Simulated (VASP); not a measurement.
# WSe2 (P6_3/mmc) in VASP: a series of runs

WSe2 is run at these levels: LDA; tasks: single point, relaxation of cell and atoms.

Everything below comes from runs of VASP 6.6.1. Logs are shortened: lines on timing, memory, paths and dates and some standing lists are left out, and cuts for length are marked.

### Step 1. The cell of the first run

Symmetry: P6_3/mmc, No. 194, hexagonal system. Conventional cell: a = 3.250 Å, b = 3.250 Å, c = 12.820 Å, α = 90.00°, β = 90.00°, γ = 120.00°. Within 3.3 Å of W (site symmetry -6m2) lie 6 Se at 2.51 Å and 6 W at 3.25 Å. Within 3.4 Å of Se (site symmetry 3m) lie 3 W at 2.51 Å and 7 Se at 3.25 to 3.33 Å.

### Step 2. Single point, LDA

The input, INCAR:

```
SYSTEM = WSe2
  PREC = Accurate
  ENCUT = 520
  EDIFF = 1E-6
  ISMEAR = -1
  SIGMA = 0.08
  LREAL = .FALSE.
  LASPH = .TRUE.
  NELM = 80
  ALGO = Normal
  ISIF = 2
  LWAVE = .FALSE.
  LCHARG = .FALSE.
  NBANDS = 35
```

The input, KPOINTS:

```
regular mesh
0
G
  10 10 4
  0 0 0
```

The input, POSCAR:

```
WSe2
1.0
    3.2497319238      0.0000000000      0.0000000000
   -1.6248659619      2.8143504015      0.0000000000
    0.0000000000      0.0000000000     12.8201696780
W Se
2 4
Direct
    0.3333333333      0.6666666667      0.2500000000
    0.6666666667      0.3333333333      0.7500000000
    0.3333333333      0.6666666667      0.6199816853
    0.6666666667      0.3333333333      0.1199816853
    0.3333333333      0.6666666667      0.8800183147
    0.6666666667      0.3333333333      0.3800183147
```

Potentials or basis: VASP PAW LDA potentials, release 64 (W_sv, Se).

On the command line:

```
$ cat potpaw_LDA.64/W_sv/POTCAR potpaw_LDA.64/Se/POTCAR > POTCAR
$ mpirun -np 1 vasp_std > vasp.out
```

OUTCAR:

```text
SYSTEM = WSe2
   PREC = Accurate
   ENCUT = 520
   EDIFF = 1E-6
   ISMEAR = -1
   LREAL = .FALSE.
   LASPH = .TRUE.
   NELM = 80
   ISIF = 2

 ion  position               nearest neighbor table
   1  0.333  0.667  0.250-   4 2.51   6 2.51   4 2.51   6 2.51   4 2.51   6 2.51
   2  0.667  0.333  0.750-   3 2.51   5 2.51   3 2.51   5 2.51   3 2.51   5 2.51
   3  0.333  0.667  0.620-   2 2.51   2 2.51   2 2.51
   4  0.667  0.333  0.120-   1 2.51   1 2.51   1 2.51
   5  0.333  0.667  0.880-   2 2.51   2 2.51   2 2.51
   6  0.667  0.333  0.380-   1 2.51   1 2.51   1 2.51

  LATTYP: Found a hexagonal cell.
 ALAT       =     3.2497319238
 C/A-ratio  =     3.9449929959

  Lattice vectors:

 A1 = (   3.2497319238,   0.0000000000,   0.0000000000)
 A2 = (  -1.6248659619,   2.8143504015,   0.0000000000)
 A3 = (   0.0000000000,   0.0000000000,  12.8201696780)

Analysis of symmetry for initial positions (statically):
=====================================================================
 Subroutine PRICEL returns:
 Original cell was already a primitive cell.

 Routine SETGRP: Setting up the symmetry group for a
 hexagonal supercell.

 Subroutine GETGRP returns: Found 24 space group operations
 (whereof 12 operations were pure point group operations)
 out of a pool of 24 trial point group operations.

The static configuration has the point symmetry D_3d.
 The point group associated with its full space group is D_6h.

Analysis of symmetry for dynamics (positions and initial velocities):
=====================================================================
 Subroutine PRICEL returns:
 Original cell was already a primitive cell.

 Routine SETGRP: Setting up the symmetry group for a
 hexagonal supercell.

 Subroutine GETGRP returns: Found 24 space group operations
 (whereof 12 operations were pure point group operations)
 out of a pool of 24 trial point group operations.

The dynamic configuration has the point symmetry D_3d.
 The point group associated with its full space group is D_6h.

 Subroutine INISYM returns: Found 24 space group operations
 (whereof 12 operations are pure point group operations),
 and found     1 'primitive' translations

----------------------------------------------------------------------------------------

                                     Primitive cell

  volume of cell :     117.2518

  direct lattice vectors                    reciprocal lattice vectors
     3.249731924  0.000000000  0.000000000     0.307717690  0.177660891  0.000000000
    -1.624865962  2.814350402  0.000000000     0.000000000  0.355321782  0.000000000
     0.000000000  0.000000000 12.820169678     0.000000000  0.000000000  0.078002088

  length of vectors
     3.249731924  3.249731924 12.820169678     0.355321782  0.355321782  0.078002088

  position of ions in fractional coordinates (direct lattice)
     0.333333333  0.666666667  0.250000000
     0.666666667  0.333333333  0.750000000
     0.333333333  0.666666667  0.619981685
     0.666666667  0.333333333  0.119981685
     0.333333333  0.666666667  0.880018315
     0.666666667  0.333333333  0.380018315

  ion indices of the primitive-cell ions
   primitive index   ion index
                 1           1
                 2           2
                 3           3
                 4           4
                 5           5
                 6           6

----------------------------------------------------------------------------------------

 KPOINTS: regular mesh

Automatic generation of k-mesh.
 Grid dimensions read from file:
 generate k-points for:   10   10    4

 Generating k-lattice:

  Cartesian coordinates                     Fractional coordinates (reciprocal lattice)
     0.030771769  0.017766089  0.000000000     0.100000000  0.000000000  0.000000000
     0.000000000  0.035532178  0.000000000     0.000000000  0.100000000  0.000000000
     0.000000000  0.000000000  0.019500522     0.000000000  0.000000000  0.250000000

  Length of vectors
     0.035532178  0.035532178  0.019500522

  Shift w.r.t. Gamma in fractional coordinates (k-lattice)
     0.000000000  0.000000000  0.000000000

 Subroutine IBZKPT returns following result:
 ===========================================

 Found     42 irreducible k-points:

 Following reciprocal coordinates:
            Coordinates               Weight
  0.000000  0.000000  0.000000      1.000000
  0.100000  0.000000  0.000000      6.000000
  0.200000  0.000000  0.000000      6.000000
  0.300000  0.000000  0.000000      6.000000
  0.400000  0.000000  0.000000      6.000000
  0.500000  0.000000  0.000000      3.000000
[... 16 lines left out ...]
  0.300000  0.100000  0.250000     24.000000
  0.400000  0.100000  0.250000     24.000000
 [... further k-points ...]
   k-points           NKPTS =     42   k-points in BZ     NKDIM =     42   number of bands    NBANDS=     35
   number of dos      NEDOS =    301   number of ions     NIONS =      6
   total plane-waves  NPLWV =  55296
[... 29 lines left out ...]
   EFERMI =   0.00;   METHOD = LEGACY
   ISMEAR =    -1;   SIGMA  =   0.08  broadening in eV -4-tet -1-fermi 0-gaus
   EFERMI_NEDOS =   21; number of points for ismear=-14 and -15
   IALGO  =     38    algorithm
   IMIX   =      4    mixing-type and parameters
     AMIX     =   0.40;   BMIX     =  1.00
     AMIX_MAG =   1.60;   BMIX_MAG =  1.00
  volume/ion in A,a.u.               =      19.54       131.88
  Fermi-wavevector in a.u.,A,eV,Ry     =   1.248445  2.359219 21.206247  1.558615
  Thomas-Fermi vector in A             =   2.382531
   LORBIT       =      0    0 simple, 1 ext, 2 COOP (PROOUT), +10 PAW based schemes
   GGA     = CA    functional components
   LHFCALC =     F    Hartree Fock is set to
   AEXX    =    0.0000 exact exchange contribution
   IVDW    =     0    specifies the selected vdW correction
   LEPSILON=     F    determine dielectric tensor
   LRPA    =     F    only Hartree local field effects (RPA)
 non-spin polarized calculation
  energy-cutoff  :      520.00
  volume of cell :      117.25
 maximum number of plane-waves:      3202
   NGX = 13   NGY = 13   NGZ = 47

 number of electron      51.9999989 magnetization

 Free energy of the ion-electron system (eV)
  ---------------------------------------------------
  ext. energy  EPLUGINS =         0.00000000
  ---------------------------------------------------
  free energy    TOTEN  =       -48.49165887 eV

  energy without entropy =      -48.49151883  energy(sigma->0) =      -48.49158885

 E-fermi :   7.0621     XC(G=0): -11.1953

 val. band max:        6.6703448783   @ k =   0.0000   0.0000   0.0000
 cond. band min:       7.5593129481   @ k =   0.2000   0.2000   0.0000
 fundamental gap:      0.8889680698
 Fermi energy:         7.0621488162

 k-point     1 :       0.0000    0.0000    0.0000
  band No.  band energies     occupation
      1     -67.1661      2.00000
      2     -67.1661      2.00000
      3     -31.7139      2.00000
      4     -31.7139      2.00000
      5     -31.5397      2.00000
      6     -31.5397      2.00000
[... 27 lines left out ...]
     34       9.7395      0.00000
     35      11.3225      0.00000

 k-point     2 :       0.1000    0.0000    0.0000
  band No.  band energies     occupation
      1     -67.1648      2.00000
      2     -67.1648      2.00000
      3     -31.7087      2.00000
      4     -31.7087      2.00000
      5     -31.5664      2.00000
      6     -31.5664      2.00000
[... 27 lines left out ...]
     34       9.7512      0.00000
     35      12.1738      0.00000

 k-point     3 :       0.2000    0.0000    0.0000
  band No.  band energies     occupation
      1     -67.1616      2.00000
      2     -67.1616      2.00000
      3     -31.6952      2.00000
      4     -31.6952      2.00000
      5     -31.6356      2.00000
      6     -31.6356      2.00000
[... 27 lines left out ...]
     34      10.3473      0.00000
     35      13.0898      0.00000
[... 723 lines left out ...]
 k-point    23 :       0.3000    0.1000    0.2500
  band No.  band energies     occupation
      1     -67.1554      2.00000
      2     -67.1554      2.00000
      3     -31.7554      2.00000
      4     -31.7554      2.00000
      5     -31.6690      2.00000
      6     -31.6690      2.00000
[... 27 lines left out ...]
     34      11.1307      0.00000
     35      12.2334      0.00000

 k-point    24 :       0.4000    0.1000    0.2500
  band No.  band energies     occupation
      1     -67.1531      2.00000
      2     -67.1531      2.00000
      3     -31.7987      2.00000
      4     -31.7987      2.00000
      5     -31.6596      2.00000
      6     -31.6596      2.00000
[... 27 lines left out ...]
     34      10.8363      0.00000
     35      11.3067      0.00000

 [... further k-points ...]

------------------------ aborting loop because EDIFF is reached ----------------------------------------

  FORCE on cell =-STRESS in cart. coord.  units (eV):
  Direction    XX          YY          ZZ          XY          YZ          ZX
  --------------------------------------------------------------------------------------
  -------------------------------------------------------------------------------------
  Total        0.5303623      0.5303623      0.6662974      0.0000000      0.0000000      0.0000000
  in kB        7.2470916      7.2470916      9.1045659      0.0000000      0.0000000      0.0000000
  external PRESSURE =       7.8662497 kB  Pullay stress =       0.0000000 kB

 VOLUME and BASIS-vectors are now :
 -----------------------------------------------------------------------------
  energy-cutoff  :      520.00
  volume of cell :      117.25
      direct lattice vectors                 reciprocal lattice vectors
     3.249731924  0.000000000  0.000000000     0.307717690  0.177660891  0.000000000
    -1.624865962  2.814350402  0.000000000     0.000000000  0.355321782  0.000000000
     0.000000000  0.000000000 12.820169678     0.000000000  0.000000000  0.078002088

 POSITION                                       TOTAL-FORCE (eV/Angst)
 -----------------------------------------------------------------------------------
     -0.00000      1.87623      3.20504        -0.000000     -0.000000      0.000000
      1.62487      0.93812      9.61513         0.000000      0.000000      0.000000
     -0.00000      1.87623      7.94827         0.000000     -0.000000     -0.101777
      1.62487      0.93812      1.53819        -0.000000     -0.000000     -0.101777
     -0.00000      1.87623     11.28198         0.000000     -0.000000      0.101777
      1.62487      0.93812      4.87190        -0.000000      0.000000      0.101777
 -----------------------------------------------------------------------------------
    total drift:                               -0.000000      0.000000     -0.000000

  FREE ENERGIE OF THE ION-ELECTRON SYSTEM (eV)
  ---------------------------------------------------
  free  energy   TOTEN  =       -48.4916588691 eV

  energy  without entropy=      -48.4915188272  energy(sigma->0) =      -48.49158885
```

Wall time 56 s (1 thread of Intel Xeon 6975P-C (Granite Rapids), shared host); peak memory 0.27 GiB.

What came out:

- Free energy: -48.4917 eV
- Pressure: 0.8 GPa
- Largest force: 0.102 eV/Å
- Band gap on the k mesh: 0.89 eV (least direct gap 1.87 eV)

Forces on the atoms (eV/Å):
```
W    0.000  0.000  0.000
W    0.000  0.000  0.000
Se   0.000  0.000 -0.102
Se   0.000  0.000 -0.102
Se   0.000  0.000  0.102
Se   0.000  0.000  0.102
```

Caveat: spin-orbit coupling is left out, which moves the levels of the heavy elements. A k mesh can miss the band edges.

### Step 3. Relaxation of cell and atoms, LDA, target pressure 5 GPa, at which the enthalpy is minimised

The input, INCAR:

```
ALGO = Normal
EDIFF = 1E-6
EDIFFG = -0.002
ENCUT = 600
GGA = CA
IBRION = 2
ISIF = 3
ISMEAR = 0
LASPH = T
LCHARG = F
LREAL = F
LWAVE = F
NELM = 60
NSW = 100
PREC = Accurate
PSTRESS = 50.0
SIGMA = 0.01
```

The input, KPOINTS:

```
k-points
0
Gamma
  8 8 2
```

POSCAR is that of step 2.

Potentials or basis: VASP PAW LDA potentials, release 64 (W_sv, Se).

On the command line:

```
$ cat potpaw_LDA.64/W_sv/POTCAR potpaw_LDA.64/Se/POTCAR > POTCAR
$ mpirun -np 1 vasp_std > vasp.out
```

Run time: 7.6 min. Hardware: 1 thread of Intel Xeon 6975P-C (Granite Rapids), shared host; peak memory 0.27 GiB.

It converged, with:

```
Free energy                                                : -48.3778 eV
Relaxed volume                                             : 18.20 Å³/atom
Relaxed cell                                               : a = 3.210 Å, b = 3.210 Å, c = 12.239 Å, α = 90.00°, β = 90.00°, γ = 120.00°
Space group after relaxing (to 0.1 Å)                      : P6_3/mmc (No. 194)
Energy change on relaxing (the run minimises the enthalpy) : +18.9 meV/atom
Ionic steps                                                : 25
Pressure after relaxing                                    : 5.0 GPa
Band gap on the k mesh                                     : 0.74 eV (least direct gap 1.88 eV)
```

The path:
```tsv
step	energy change (eV)	largest force (eV/Å)	pressure (GPa)	volume (Å³)
1	0.0000	0.1012	0.81	117.25
2	0.3540	1.4249	14.00	108.79
3	0.0553	0.5531	5.15	114.10
4	0.0665	0.2753	5.04	112.51
5	0.0940	0.0763	5.00	111.37
6	0.0983	0.0459	5.10	110.18
7	0.1251	0.0033	5.40	108.84
8	0.1281	0.0086	5.44	108.74
9	0.0995	0.0998	4.05	109.69
10	0.1161	0.0440	4.90	109.11
11	0.1135	0.0223	5.07	109.19
12	0.1144	0.0051	5.00	109.16
13	0.1144	0.0059	4.99	109.16
14	0.1149	0.0010	5.04	109.14
15	0.1149	0.0007	5.04	109.14
16	0.1146	0.0017	5.04	109.15
17	0.1135	0.0043	5.00	109.18
18	0.1139	0.0035	5.01	109.17
19	0.1142	0.0026	5.02	109.16
20	0.1139	0.0027	5.03	109.17
21	0.1129	0.0031	5.00	109.20
22	0.1127	0.0032	4.98	109.21
23	0.1128	0.0032	4.96	109.21
24	0.1129	0.0032	4.96	109.20
25	0.1133	0.0007	4.99	109.19
```

Final structure:
```
W Se
1.0
     3.20966    0.00000    0.00000
    -1.60483    2.77965    0.00000
     0.00000    0.00000   12.23868
W Se
2 4
Direct
  0.33333 0.66667 0.25000
  0.66667 0.33333 0.75000
  0.33333 0.66667 0.61294
  0.66667 0.33333 0.11294
  0.33333 0.66667 0.88706
  0.66667 0.33333 0.38706
```

Levels at points of the mesh, in eV from the valence-band top:
```csv
k point,band 23,band 24,band 25,band 26,band 27,band 28,band 29,band 30
"(0.00, 0.00, 0.00)",-1.54,-1.54,-0.67,0.00,2.63,2.63,2.63,2.63
"(0.50, 0.00, 0.00)",-1.75,-1.53,-1.51,-0.99,2.12,2.21,2.28,2.80
"(0.00, 0.00, 0.50)",-1.59,-1.59,-0.17,-0.17,2.61,2.61,2.61,2.61
"(0.50, 0.00, 0.50)",-1.58,-1.58,-1.26,-1.26,2.23,2.23,2.52,2.52
```

Caveat: the cell is relaxed towards a set pressure, so the run minimises the enthalpy, not the energy; spin-orbit coupling is left out, which moves the levels of the heavy elements. LDA usually gives volumes a few per cent too small.

### Step 4. Relaxation of cell and atoms, LDA

This run uses another cell than the first one, of 20.26 Å³/atom.

The input, INCAR:

```
ALGO = Normal
EDIFF = 1E-6
EDIFFG = -0.002
ENCUT = 600
GGA = CA
IBRION = 2
ISIF = 3
ISMEAR = -1
LASPH = True
LCHARG = False
LREAL = False
LWAVE = False
NELM = 80
NSW = 100
PREC = Accurate
SIGMA = 0.08
```

The input, KPOINTS:

```
k-points
0
Gamma
  10 10 4
```

The input, POSCAR:

```
WSe2
1.0
    3.2900000000      0.0000000000      0.0000000000
   -1.6450000000      2.8492235785      0.0000000000
    0.0000000000      0.0000000000     12.9700000000
W Se
2 4
Direct
    0.3333333333      0.6666666667      0.2500000000
    0.6666666667      0.3333333333      0.7500000000
    0.3333333333      0.6666666667      0.6210000000
    0.6666666667      0.3333333333      0.1210000000
    0.3333333333      0.6666666667      0.8790000000
    0.6666666667      0.3333333333      0.3790000000
```

On the command line:

```
$ cat potpaw_LDA.64/W_sv/POTCAR potpaw_LDA.64/Se/POTCAR > POTCAR
$ mpirun -np 1 vasp_std > vasp.out
```

Wall time 15 min (1 thread of Intel Xeon 6975P-C (Granite Rapids), shared host); peak memory 0.35 GiB.

Results (log left out):

- Free energy: -48.4943 eV
- Relaxed volume: 19.61 Å³/atom
- Relaxed cell: a = 3.255 Å, b = 3.255 Å, c = 12.825 Å, α = 90.00°, β = 90.00°, γ = 120.00°
- Space group after relaxing (to 0.1 Å): P6_3/mmc (No. 194)
- Energy gained by relaxing: 5.4 meV/atom
- Ionic steps: 34
- Pressure after relaxing: 0.0 GPa
- Band gap on the k mesh: 0.89 eV (least direct gap 1.85 eV)

Step by step:
```csv
step,energy change (eV),largest force (eV/Å),pressure (GPa),volume (Å³)
1,0.0000,0.2615,-3.29,121.58
2,0.0959,1.0332,7.51,114.40
3,-0.0274,0.1252,-0.14,119.21
4,-0.0274,0.1336,-0.08,119.17
5,-0.0312,0.0322,-0.03,118.66
6,-0.0312,0.0283,-0.03,118.64
7,-0.0314,0.0222,-0.03,118.57
8,-0.0319,0.0063,-0.10,118.36
9,-0.0324,0.0255,-0.23,117.93
10,-0.0325,0.0093,-0.09,117.79
11,-0.0325,0.0014,-0.02,117.71
12,-0.0325,0.0005,-0.03,117.70
13,-0.0325,0.0030,0.00,117.67
14,-0.0325,0.0023,0.00,117.67
15,-0.0325,0.0009,0.01,117.65
16,-0.0325,0.0003,0.01,117.65
17,-0.0325,0.0002,0.01,117.65
18,-0.0325,0.0005,0.02,117.65
19,-0.0325,0.0005,0.02,117.65
20,-0.0325,0.0029,0.01,117.67
21,-0.0325,0.0040,0.00,117.68
22,-0.0325,0.0042,0.00,117.69
23,-0.0325,0.0049,-0.04,117.72
24,-0.0325,0.0045,-0.05,117.71
25,-0.0325,0.0046,-0.05,117.70
26,-0.0325,0.0046,-0.04,117.69
27,-0.0325,0.0046,-0.04,117.69
28,-0.0325,0.0045,-0.03,117.69
29,-0.0325,0.0044,-0.03,117.69
30,-0.0325,0.0024,-0.03,117.68
31,-0.0325,0.0033,0.01,117.65
32,-0.0325,0.0009,0.04,117.66
33,-0.0325,0.0008,0.02,117.67
34,-0.0325,0.0017,0.01,117.67
```

Final structure:
```yaml
crystal:
  lattice:
    - [3.25498, 0.00000, 0.00000]
    - [-1.62749, 2.81889, 0.00000]
    - [0.00000, 0.00000, 12.82498]
  atoms:
    - { symbol: W, position: [0.33333, 0.66667, 0.25000] }
    - { symbol: W, position: [0.66667, 0.33333, 0.75000] }
    - { symbol: Se, position: [0.33333, 0.66667, 0.61975] }
    - { symbol: Se, position: [0.66667, 0.33333, 0.11975] }
    - { symbol: Se, position: [0.33333, 0.66667, 0.88025] }
    - { symbol: Se, position: [0.66667, 0.33333, 0.38025] }
```

Levels at points of the mesh, in eV from the valence-band top:
| k point | band 22 | band 23 | band 24 | band 25 | band 26 | band 27 | band 28 | band 29 | band 30 | band 31 |
| --- | --- | --- | --- | --- | --- | --- | --- | --- | --- | --- |
| (0.00, 0.00, 0.00) | -1.49 | -1.49 | -1.27 | -1.00 | 0.00 | 2.71 | 2.71 | 2.77 | 2.77 | 2.81 |
| (0.50, 0.00, 0.00) | -2.45 | -1.47 | -1.31 | -1.31 | -1.03 | 2.19 | 2.23 | 2.29 | 2.73 | 2.93 |
| (0.00, 0.00, 0.50) | -1.52 | -1.52 | -1.52 | -0.22 | -0.22 | 2.71 | 2.71 | 2.71 | 2.71 | 2.95 |
| (0.50, 0.00, 0.50) | -2.62 | -1.37 | -1.37 | -1.17 | -1.17 | 2.21 | 2.21 | 2.55 | 2.55 | 3.37 |

Caveat: spin-orbit coupling is left out, which moves the levels of the heavy elements.

### Step 5. Summary

| task | cell | k mesh | cutoff (eV) | smearing | gap on the mesh (eV) | pressure (GPa) |
| --- | --- | --- | --- | --- | --- | --- |
| single point | a = 3.250, b = 3.250, c = 12.820 Å, angles 90.0, 90.0, 120.0°, 6 atoms, atomic positions A | 10 × 10 × 4 | 520 | fermi-dirac 0.08 eV | 0.89 | 0.8 |
| relaxation of cell and atoms | relaxed to 5 GPa from a = 3.250, b = 3.250, c = 12.820 Å, angles 90.0, 90.0, 120.0°, 6 atoms, atomic positions A | 8 × 8 × 2 | 600 | gaussian 0.01 eV | 0.74 | 5.0 |
| relaxation of cell and atoms | relaxed from a = 3.290, b = 3.290, c = 12.970 Å, angles 90.0, 90.0, 120.0°, 6 atoms, atomic positions B | 10 × 10 × 4 | 600 | fermi-dirac 0.08 eV | 0.89 | 0.0 |

Alike in all rows: level LDA; potentials or basis VASP PAW LDA potentials, release 64 (W_sv, Se); no spin polarisation.

Caveats: spin-orbit coupling is left out, which moves the levels of the heavy elements; the cell is relaxed towards a set pressure, so the run minimises the enthalpy, not the energy (at least some runs).

Total energies depend on the potentials used, so only differences within one code and one set of settings carry meaning.
